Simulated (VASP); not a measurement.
## MnHg: single point with r2SCAN

Crystal: MnHg.

```xyz
2
Lattice="3.2880 0.0000 0.0000 0.0000 3.2880 0.0000 0.0000 0.0000 3.3130" Properties=species:S:1:pos:R:3 pbc="T T T"
Mn    1.6440    1.6440    1.6565
Hg    0.0000    0.0000    0.0000
```

```json
{"Program": "VASP 6.6.1", "Task": "single point", "Functional": "r2SCAN", "Potentials or basis": "VASP PAW PBE potentials, release 64 (Mn_pv, Hg)", "Cutoff": "520 eV", "k mesh": "12 × 12 × 12", "Occupations": "gaussian, width 0.1 eV", "Spin": "no spin polarisation", "Dipole correction": "no", "Further INCAR settings": "ALGO = Normal; EDIFF = 1e-06; NBANDS = 20"}
```

```yaml
Pressure: -17.1 GPa
Band_gap_on_the_k_mesh: zero (an odd number of electrons rules out a gap without spin polarisation)
```

Stress tensor (GPa, compression positive):
```
-17.04   0.00   0.00
  0.00 -17.04   0.00
  0.00   0.00 -17.14
```

Levels at points of the mesh, in eV from the Fermi level:
| k point | band 11 | band 12 | band 13 | band 14 | band 15 | band 16 |
| --- | --- | --- | --- | --- | --- | --- |
| (0.00, 0.00, 0.00) | -0.82 | 0.29 | 0.29 | 0.30 | 5.94 | 6.17 |
| (0.50, 0.00, 0.00) | -1.18 | -0.58 | -0.54 | 0.10 | 0.75 | 11.34 |
| (0.50, 0.50, 0.00) | -0.94 | -0.55 | 0.19 | 0.19 | 0.43 | 2.50 |
| (0.00, 0.00, 0.50) | -1.20 | -0.54 | -0.54 | 0.12 | 0.70 | 11.47 |
| (0.50, 0.00, 0.50) | -0.97 | -0.59 | 0.20 | 0.20 | 0.41 | 2.47 |
| (0.50, 0.50, 0.50) | -2.00 | 0.44 | 0.45 | 1.10 | 5.54 | 5.54 |

It took 2.1 min on 1 thread of Intel(R) Xeon(R) Platinum 8559C (Emerald Rapids), on a shared host, peak memory 0.26 GiB.

Caveat: the cell stands under tension; the PAW data sets were made with another functional, which shifts forces and pressure a little; spin-orbit coupling is left out, which moves the levels of the heavy elements; the run has no spin polarisation, though such a crystal can be magnetic. Spin polarisation is off, so any magnetic state and its effect on volume and gap are missing.
